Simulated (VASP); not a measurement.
MgC2, 3 atoms in the cell. It takes space group Fm-3m (No. 225, cubic). The conventional cell has a = 5.240 Å, b = 5.240 Å, c = 5.240 Å, α = 90.00°, β = 90.00°, γ = 90.00°. Within 3.0 Å of Mg (site symmetry m-3m) lie 8 C at 2.27 Å. C (site symmetry -43m) has 4 Mg at 2.27 Å and 6 C at 2.62 Å within 3.0 Å. 

- Program: VASP 6.6.1
- Task: relaxation of cell and atoms
- Functional: PBE
- Potentials or basis: VASP PAW PBE potentials, release 64 (Mg, C)
- Cutoff: 600 eV
- k mesh: 6 × 6 × 6
- Occupations: methfessel-paxton, width 0.02 eV
- Spin: no spin polarisation
- Dipole correction: no
- Further INCAR settings: ALGO = Normal; EDIFF = 1e-07; IBRION = 2; EDIFFG = -0.03; NSW = 60; ISIF = 3

Potentials or basis: VASP PAW PBE potentials, release 64 (Mg, C).

Run with:

```sh
$ cat potpaw_PBE.64/Mg/POTCAR potpaw_PBE.64/C/POTCAR > POTCAR
$ mpirun -np 1 vasp_std > vasp.out
```

Hardware: 1 thread of Intel Xeon 8259CL, with other jobs on the host.

Q: How long does it take, and how much memory?

A: Wall time 28 s on 1 thread of Intel Xeon 8259CL, on a shared host, peak memory 0.17 GiB. Counts: scf iterations 20, k points 16, ion steps 2.
